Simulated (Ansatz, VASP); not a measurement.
# Pt in VASP and in Ansatz

```xyz
5
Lattice="2.8080 0.0000 0.0000 0.0000 2.8080 0.0000 0.0000 0.0000 23.9422" Properties=species:S:1:pos:R:3 pbc="T T T"
Pt    0.0000    0.0000    8.0597
Pt    1.4040    1.4040    9.9979
Pt    0.0000    0.0000   11.9711
Pt    1.4040    1.4040   13.9443
Pt    0.0000    0.0000   15.8825
```

Alike in both runs: functional PBE; k mesh 12 × 12 × 1; occupations fermi-dirac, width 0.08 eV; no spin polarisation.

Ansatz relaxed the structure, and its values are those at the end. VASP's run is a single point on that final structure, the one shown.

|  | VASP | Ansatz |
| --- | --- | --- |
| version | VASP 6.6.1 | Ansatz 0.2.0 |
| potentials or method | VASP PAW PBE potentials, release 64 (Pt) | PAW with Ansatz's default frozen-core files, scalar-relativistic |
| plane-wave cutoff (eV) | 520 | 420 |
| valence electrons in the cell | 50 | 90 |

```tsv
	VASP	Ansatz	Ansatz less VASP
rms of the force components (eV/Å)	0.007	0.001	-0.0060
```

With one functional, cell and mesh, what is left measures potentials, basis and numerics. VASP's potentials hold 50 valence electrons a cell and Ansatz's 90, so a difference there can come from the potentials and not from the codes. Ansatz's warnings: stress scf threshold loose.

Spin-orbit coupling is off throughout.
